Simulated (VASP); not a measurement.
# HfN (I-4m2) in VASP: further runs

The runs below take HfN through single point, with PBEsol.

All numbers are computed with VASP 6.6.1; they aren't measurements. Logs are shortened: lines on timing, memory, paths and dates and some standing lists are left out, and cuts for length are marked.

### 1 The cell of the first run

The structure is tetragonal, space group I-4m2 (No. 119). Conventional cell: a = 3.472 Å, b = 3.472 Å, c = 5.057 Å, α = 90.00°, β = 90.00°, γ = 90.00°. Within 2.8 Å of Hf (site symmetry -4m2) lie 4 N at 2.15 Å. Within 2.8 Å of N (site symmetry -4m2) lie 4 Hf at 2.15 Å.

### 2 Single point, PBEsol (strain +0.0300 x Voigt [1, 0, 0, 0, 0, 0])

Contents of INCAR:

```
SYSTEM = HfN
  PREC = Accurate
  ENCUT = 520
  EDIFF = 1E-6
  ISMEAR = 0
  SIGMA = 0.15
  LREAL = .False.
  LASPH = .True.
  NELM = 60
  ALGO = Normal
  ISIF = 2
  LWAVE = .False.
  LCHARG = .False.
  GGA = PS
  NBANDS = 14
```

Contents of KPOINTS:

```
Automatic mesh
0
Gamma
  16 16 16
  0 0 0
```

Contents of POSCAR:

```
HfN
1.0
    0.0000000000      2.4548220000      2.4548220000
    2.5284666600      0.0000000000      2.4548220000
    2.5284666600      2.4548220000      0.0000000000
Hf N
1 1
Direct
    0.0000000000      0.0000000000      0.0000000000
    0.7500000000      0.7500000000      0.7500000000
```

Potentials or basis: VASP PAW PBE potentials, release 64 (Hf_pv, N).

The run is started by

```
> cat potpaw_PBE.64/Hf_pv/POTCAR potpaw_PBE.64/N/POTCAR > POTCAR
> mpirun -np 1 vasp_std > vasp.out
```

OUTCAR:

```text
SYSTEM = HfN
   PREC = Accurate
   ENCUT = 520
   EDIFF = 1E-6
   ISMEAR = 0
   LREAL = .False.
   LASPH = .True.
   NELM = 60
   ISIF = 2
   GGA = PS

 ion  position               nearest neighbor table
   1  0.000  0.000  0.000-   2 2.15   2 2.15   2 2.15   2 2.15
   2  0.750  0.750  0.750-   1 2.15   1 2.15   1 2.15   1 2.15

  LATTYP: Found a body centered tetragonal cell.
 ALAT       =     3.4716425656
 C/A-ratio  =     1.4566399692

  Lattice vectors:

 A1 = (   2.5284666600,   0.0000000000,   2.4548220000)
 A2 = (   2.5284666600,   0.0000000000,  -2.4548220000)
 A3 = (  -2.5284666600,   2.4548220000,   0.0000000000)

Analysis of symmetry for initial positions (statically):
=====================================================================
 Subroutine PRICEL returns:
 Original cell was already a primitive cell.

 Routine SETGRP: Setting up the symmetry group for a
 body centered tetragonal supercell.

 Subroutine GETGRP returns: Found  8 space group operations
 (whereof  8 operations were pure point group operations)
 out of a pool of 16 trial point group operations.

The static configuration has the point symmetry D_2d.

Analysis of symmetry for dynamics (positions and initial velocities):
=====================================================================
 Subroutine PRICEL returns:
 Original cell was already a primitive cell.

 Routine SETGRP: Setting up the symmetry group for a
 body centered tetragonal supercell.

 Subroutine GETGRP returns: Found  8 space group operations
 (whereof  8 operations were pure point group operations)
 out of a pool of 16 trial point group operations.

The dynamic configuration has the point symmetry D_2d.

 Subroutine INISYM returns: Found  8 space group operations
 (whereof  8 operations are pure point group operations),
 and found     1 'primitive' translations

----------------------------------------------------------------------------------------

                                     Primitive cell

  volume of cell :      30.4738

  direct lattice vectors                    reciprocal lattice vectors
     0.000000000  2.454822000  2.454822000    -0.197748306  0.203680756  0.203680756
     2.528466660  0.000000000  2.454822000     0.197748306 -0.203680756  0.203680756
     2.528466660  2.454822000  0.000000000     0.197748306  0.203680756 -0.203680756

  length of vectors
     3.471642566  3.524101971  3.524101971     0.349393894  0.349393894  0.349393894

  position of ions in fractional coordinates (direct lattice)
     0.000000000  0.000000000  0.000000000
     0.750000000  0.750000000  0.750000000

  ion indices of the primitive-cell ions
   primitive index   ion index
                 1           1
                 2           2

----------------------------------------------------------------------------------------

 KPOINTS: Automatic mesh

Automatic generation of k-mesh.
 Grid dimensions read from file:
 generate k-points for:   16   16   16

 Generating k-lattice:

  Cartesian coordinates                     Fractional coordinates (reciprocal lattice)
    -0.012359269  0.012730047  0.012730047     0.062500000 -0.000000000 -0.000000000
     0.012359269 -0.012730047  0.012730047     0.000000000  0.062500000  0.000000000
     0.012359269  0.012730047 -0.012730047     0.000000000  0.000000000  0.062500000

  Length of vectors
     0.021837118  0.021837118  0.021837118

  Shift w.r.t. Gamma in fractional coordinates (k-lattice)
     0.000000000  0.000000000  0.000000000

 Subroutine IBZKPT returns following result:
 ===========================================

 Found    349 irreducible k-points:

 Following reciprocal coordinates:
            Coordinates               Weight
  0.000000  0.000000  0.000000      1.000000
  0.062500  0.000000  0.000000      8.000000
  0.125000  0.000000  0.000000      8.000000
  0.187500  0.000000  0.000000      8.000000
  0.250000  0.000000  0.000000      8.000000
  0.312500  0.000000  0.000000      8.000000
[... 16 lines left out ...]
 -0.125000  0.062500  0.000000     16.000000
 -0.062500  0.062500  0.000000      8.000000
 [... further k-points ...]
   k-points           NKPTS =    349   k-points in BZ     NKDIM =    349   number of bands    NBANDS=     14
   number of dos      NEDOS =    301   number of ions     NIONS =      2
   total plane-waves  NPLWV =  21952
   dimension x,y,z NGX =    28 NGY =   28 NGZ =   28
   dimension x,y,z NGXF=    56 NGYF=   56 NGZF=   56
   ions per type =               1   1
   NGX,Y,Z   is equivalent  to a cutoff of  13.41, 13.21, 13.21 a.u.
   NGXF,Y,Z  is equivalent  to a cutoff of  26.82, 26.42, 26.42 a.u.
 SYSTEM =  HfN
   PREC   = accura    normal or accurate (medium, high low for compatibility)
   ISTART =      0    job   : 0-new  1-cont  2-samecut
   ICHARG =      2    charge: 1-file 2-atom 10-const
   ISPIN  =      1    spin polarized calculation?
   LNONCOLLINEAR =      F non collinear calculations
   LSORBIT =      F    spin-orbit coupling
   LASPH  =      T    aspherical Exc in radial PAW
   ENCUT  =  520.0 eV  38.22 Ry    6.18 a.u.   6.45  6.55  6.55*2*pi/ulx,y,z
   NELM   =     60;   NELMIN=  2; NELMDL= -5     # of ELM steps
   EDIFF  = 0.1E-05   stopping-criterion for ELM
   LREAL  =      F    real-space projection
   EDIFFG = 0.1E-04   stopping-criterion for IOM
   NSW    =      0    number of steps for IOM
   IBRION =     -1    ionic relax: 0-MD 1-quasi-New 2-CG
   NFREE  =      0    steps in history (QN), initial steepest desc. (CG)
   ISIF   =      2    stress and relaxation
   ISYM   =      2    0-nonsym 1-usesym 2-fastsym
   POTIM  = 0.5000    time-step for ionic-motion
   TEBEG  =    0.0;   TEEND  =   0.0 temperature during run
   PSTRESS=    0.0 pullay stress
   NELECT =      15.0000    total number of electrons
   NUPDOWN=      -1.0000    fix difference up-down
   EMIN   =  10.00;   EMAX   =-10.00  energy-range for DOS
   EFERMI =   0.00;   METHOD = LEGACY
   ISMEAR =     0;   SIGMA  =   0.15  broadening in eV -4-tet -1-fermi 0-gaus
   EFERMI_NEDOS =   21; number of points for ismear=-14 and -15
   IALGO  =     38    algorithm
   IMIX   =      4    mixing-type and parameters
     AMIX     =   0.40;   BMIX     =  1.00
     AMIX_MAG =   1.60;   BMIX_MAG =  1.00
  volume/ion in A,a.u.               =      15.24       102.82
  Fermi-wavevector in a.u.,A,eV,Ry     =   1.292596  2.442652 22.732677  1.670805
  Thomas-Fermi vector in A             =   2.424294
   LORBIT       =      0    0 simple, 1 ext, 2 COOP (PROOUT), +10 PAW based schemes
   GGA     = PS    functional components
   LHFCALC =     F    Hartree Fock is set to
   AEXX    =    0.0000 exact exchange contribution
   IVDW    =     0    specifies the selected vdW correction
   LEPSILON=     F    determine dielectric tensor
   LRPA    =     F    only Hartree local field effects (RPA)
 non-spin polarized calculation
 Gauss-broadening in eV      SIGMA  =   0.15
  energy-cutoff  :      520.00
  volume of cell :       30.47
 maximum number of plane-waves:       853
 NGX is ok and might be reduce to    28
   NGX = 13   NGY = 13   NGZ = 13

 number of electron      14.9999998 magnetization

 Free energy of the ion-electron system (eV)
  ---------------------------------------------------
  ext. energy  EPLUGINS =         0.00000000
  ---------------------------------------------------
  free energy    TOTEN  =       -22.20051969 eV

  energy without entropy =      -22.19281526  energy(sigma->0) =      -22.19666748

 E-fermi :   5.3787     XC(G=0): -11.2574

 val. band max:        5.3648884009   @ k =   0.5000   0.2500   0.0625
 cond. band min:       5.3805712227   @ k =   0.2500   0.3125   0.0625
 fundamental gap:      0.0156828219
 Fermi energy:         5.3786925427

 k-point     1 :       0.0000    0.0000    0.0000
  band No.  band energies     occupation
      1     -25.7876      2.00000
      2     -25.7876      2.00000
      3     -25.7827      2.00000
      4     -10.5701      2.00000
      5       0.0121      2.00000
      6       0.0961      2.00000
      7       0.0961      2.00000
      8       4.5725      2.00000
      9       7.3319      0.00000
     10       7.6885      0.00000
     11      11.4583      0.00000
     12      11.9190      0.00000
     13      11.9190      0.00000
     14      17.9240      0.00000

 k-point     2 :       0.0625    0.0000    0.0000
  band No.  band energies     occupation
      1     -25.8031      2.00000
      2     -25.7895      2.00000
      3     -25.7863      2.00000
      4     -10.5256      2.00000
      5      -0.0415      2.00000
      6       0.0798      2.00000
      7       0.1249      2.00000
      8       4.7909      2.00000
      9       7.2736      0.00000
     10       7.6150      0.00000
     11      11.4752      0.00000
     12      11.8897      0.00000
     13      12.0045      0.00000
     14      17.5306      0.00000

 k-point     3 :       0.1250    0.0000    0.0000
  band No.  band energies     occupation
      1     -25.8502      2.00000
      2     -25.7948      2.00000
      3     -25.7934      2.00000
      4     -10.4008      2.00000
      5      -0.2495      2.00000
      6       0.1430      2.00000
      7       0.2054      2.00000
      8       5.3561      1.16868
      9       7.1468      0.00000
     10       7.4463      0.00000
     11      11.3278      0.00000
     12      11.9723      0.00000
     13      12.1789      0.00000
     14      16.3143      0.00000
[... 324 lines left out ...]
 k-point    23 :      -0.1250    0.0625    0.0000
  band No.  band energies     occupation
      1     -25.8763      2.00000
      2     -25.8101      2.00000
      3     -25.7943      2.00000
      4     -10.3109      2.00000
      5      -0.3809      2.00000
      6       0.1884      2.00000
      7       0.2897      2.00000
      8       5.7285      0.00097
      9       6.8975      0.00000
     10       7.4966      0.00000
     11      11.2229      0.00000
     12      12.0196      0.00000
     13      12.2529      0.00000
     14      15.8783      0.00000

 k-point    24 :      -0.0625    0.0625    0.0000
  band No.  band energies     occupation
      1     -25.8248      2.00000
      2     -25.7989      2.00000
      3     -25.7885      2.00000
      4     -10.4547      2.00000
      5      -0.1818      2.00000
      6       0.1153      2.00000
      7       0.1904      2.00000
      8       5.1183      1.98590
      9       7.0970      0.00000
     10       7.5923      0.00000
     11      11.4421      0.00000
     12      11.9571      0.00000
     13      12.0601      0.00000
     14      16.9952      0.00000

 [... further k-points ...]

------------------------ aborting loop because EDIFF is reached ----------------------------------------

  FORCE on cell =-STRESS in cart. coord.  units (eV):
  Direction    XX          YY          ZZ          XY          YZ          ZX
  --------------------------------------------------------------------------------------
  -------------------------------------------------------------------------------------
  Total       -2.6955604     -1.8044860     -1.8044860      0.0000000      0.0000000      0.0000000
  in kB     -141.7204126    -94.8717394    -94.8717394      0.0000000      0.0000000      0.0000000
  external PRESSURE =    -110.4879638 kB  Pullay stress =       0.0000000 kB

 VOLUME and BASIS-vectors are now :
 -----------------------------------------------------------------------------
  energy-cutoff  :      520.00
  volume of cell :       30.47
      direct lattice vectors                 reciprocal lattice vectors
     0.000000000  2.454822000  2.454822000    -0.197748306  0.203680756  0.203680756
     2.528466660  0.000000000  2.454822000     0.197748306 -0.203680756  0.203680756
     2.528466660  2.454822000  0.000000000     0.197748306  0.203680756 -0.203680756

 POSITION                                       TOTAL-FORCE (eV/Angst)
 -----------------------------------------------------------------------------------
      0.00000      0.00000      0.00000         0.000000      0.000000      0.000000
      3.79270      3.68223      3.68223        -0.000000     -0.000000     -0.000000
 -----------------------------------------------------------------------------------
    total drift:                                0.000000      0.000000      0.000000

  FREE ENERGIE OF THE ION-ELECTRON SYSTEM (eV)
  ---------------------------------------------------
  free  energy   TOTEN  =       -22.2005196894 eV

  energy  without entropy=      -22.1928152622  energy(sigma->0) =      -22.19666748
```

Run time: 1.7 min. Hardware: 1 thread of Intel Xeon Platinum 8488C (Sapphire Rapids), shared host; peak memory 0.28 GiB.

Results:

```yaml
Free_energy: -22.2005 eV
Pressure: -11.0 GPa
```

Caveat: the cell differs from its parent crystal (strain +0.0300 x Voigt [1, 0, 0, 0, 0, 0]); the PAW data sets were made with another functional, which shifts forces and pressure a little; spin-orbit coupling is left out, which moves the levels of the heavy elements.

### 3 Single point, PBEsol (strain +0.0350 x Voigt [1, 0, 0, 0, 0, 0])

Contents of INCAR:

```
SYSTEM = HfN
PREC     = Accurate       ! precision mode
ENCUT    = 520            ! plane-wave cutoff, eV
EDIFF    = 1E-7           ! SCF threshold, eV
ISMEAR   = 0              ! smearing method
SIGMA    = 0.15           ! smearing width, eV
LREAL    = .FALSE.        ! projectors in reciprocal space
LASPH    = .TRUE.         ! aspherical terms in the spheres
NELM     = 60             ! most SCF steps
ALGO     = Normal         ! electronic algorithm
ISIF     = 2              ! what is computed and relaxed
LWAVE    = .FALSE.        ! write WAVECAR
LCHARG   = .FALSE.        ! write CHGCAR
GGA      = PS             ! functional
NBANDS   = 14             ! bands
```

Contents of KPOINTS:

```
Automatic mesh
0
G
  16 16 16
  0 0 0
```

Contents of POSCAR:

```
HfN
1.0
    0.0000000000      2.4548220000      2.4548220000
    2.5407407700      0.0000000000      2.4548220000
    2.5407407700      2.4548220000      0.0000000000
Hf N
1 1
Direct
    0.0000000000      0.0000000000      0.0000000000
    0.7500000000      0.7500000000      0.7500000000
```

Potentials or basis: VASP PAW PBE potentials, release 64 (Hf_pv, N).

The run is started by

```
> cat potpaw_PBE.64/Hf_pv/POTCAR potpaw_PBE.64/N/POTCAR > POTCAR
> mpirun -np 1 vasp_std > vasp.out
```

Wall time 2 min (1 thread of Intel Xeon Platinum 8488C (Sapphire Rapids), shared host); peak memory 0.28 GiB.

The run converged. Its results:

* Free energy: -22.1869 eV
* Pressure: -11.8 GPa

Stress tensor (GPa, compression positive):
```
-15.49   0.00   0.00
  0.00 -10.01   0.00
  0.00   0.00 -10.01
```

Levels at points of the mesh, in eV from the Fermi level:
| k point | band 6 | band 7 | band 8 | band 9 | band 10 | band 11 |
| --- | --- | --- | --- | --- | --- | --- |
| (0.00, 0.00, 0.00) | -5.25 | -5.25 | -0.82 | 1.91 | 2.32 | 6.00 |
| (0.50, 0.00, 0.00) | -4.82 | -4.64 | 1.46 | 2.56 | 2.63 | 4.00 |
| (0.50, 0.50, 0.00) | -3.65 | -3.54 | -1.05 | 2.02 | 3.86 | 4.42 |
| (0.00, 0.50, 0.50) | -3.48 | -3.48 | -1.26 | 1.98 | 3.84 | 4.43 |

Caveat: the cell differs from its parent crystal (strain +0.0350 x Voigt [1, 0, 0, 0, 0, 0]); the PAW data sets were made with another functional, which shifts forces and pressure a little; spin-orbit coupling is left out, which moves the levels of the heavy elements.

### 4 Single point, PBEsol (strain +0.0400 x Voigt [1, 0, 0, 0, 0, 0])

Contents of INCAR:

```
SYSTEM = HfN
ALGO = Normal
EDIFF = 1E-7
ENCUT = 520
GGA = PS
ISIF = 2
ISMEAR = 0
LASPH = .True.
LCHARG = .False.
LREAL = .False.
LWAVE = .False.
NBANDS = 14
NELM = 100
PREC = Accurate
SIGMA = 0.15
```

Contents of KPOINTS:

```
k-points
0
Gamma
  16 16 16
  0 0 0
```

Contents of POSCAR:

```
HfN
1.0
    0.0000000000      2.4548220000      2.4548220000
    2.5530148800      0.0000000000      2.4548220000
    2.5530148800      2.4548220000      0.0000000000
Hf N
1 1
Direct
    0.0000000000      0.0000000000      0.0000000000
    0.7500000000      0.7500000000      0.7500000000
```

The run is started by

```
> cat potpaw_PBE.64/Hf_pv/POTCAR potpaw_PBE.64/N/POTCAR > POTCAR
> mpirun -np 1 vasp_std > vasp.out
```

Run time: 1.8 min. Hardware: 1 thread of Intel Xeon Platinum 8488C (Sapphire Rapids), shared host; peak memory 0.28 GiB.

It converged, with:

```yaml
Free_energy: -22.1721 eV
Pressure: -12.6 GPa
```

Stress tensor (GPa, compression positive):
```
-16.79   0.00   0.00
  0.00 -10.52   0.00
  0.00   0.00 -10.52
```

Levels at points of the mesh, in eV from the Fermi level:
| k point | band 5 | band 6 | band 7 | band 8 | band 9 | band 10 | band 11 | band 12 |
| --- | --- | --- | --- | --- | --- | --- | --- | --- |
| (0.00, 0.00, 0.00) | -5.34 | -5.23 | -5.23 | -0.84 | 1.87 | 2.34 | 5.91 | 6.52 |
| (0.50, 0.00, 0.00) | -5.64 | -4.82 | -4.61 | 1.45 | 2.54 | 2.63 | 3.97 | 5.03 |
| (0.50, 0.50, 0.00) | -6.68 | -3.65 | -3.53 | -1.04 | 1.99 | 3.85 | 4.38 | 4.48 |
| (0.00, 0.50, 0.50) | -6.78 | -3.47 | -3.47 | -1.27 | 1.96 | 3.82 | 4.40 | 4.40 |

Caveat: the cell differs from its parent crystal (strain +0.0400 x Voigt [1, 0, 0, 0, 0, 0]); the PAW data sets were made with another functional, which shifts forces and pressure a little; spin-orbit coupling is left out, which moves the levels of the heavy elements.

### 5 Summary

| cell | gap on the mesh (eV) | pressure (GPa) |
| --- | --- | --- |
| a = 3.472, b = 3.524, c = 3.524 Å, angles 59.0, 60.5, 60.5°, 2 atoms | none | -11.0 |
| a = 3.472, b = 3.533, c = 3.533 Å, angles 58.9, 60.6, 60.6°, 2 atoms | none | -11.8 |
| a = 3.472, b = 3.542, c = 3.542 Å, angles 58.7, 60.7, 60.7°, 2 atoms | none | -12.6 |

Alike in all rows: task single point; level PBEsol; potentials or basis VASP PAW PBE potentials, release 64 (Hf_pv, N); no spin polarisation; k mesh 16 × 16 × 16; cutoff (eV) 520; smearing gaussian 0.15 eV.

Caveats: the PAW data sets were made with another functional, which shifts forces and pressure a little; spin-orbit coupling is left out, which moves the levels of the heavy elements.

Absolute energies hang on the potentials; compare differences alone.
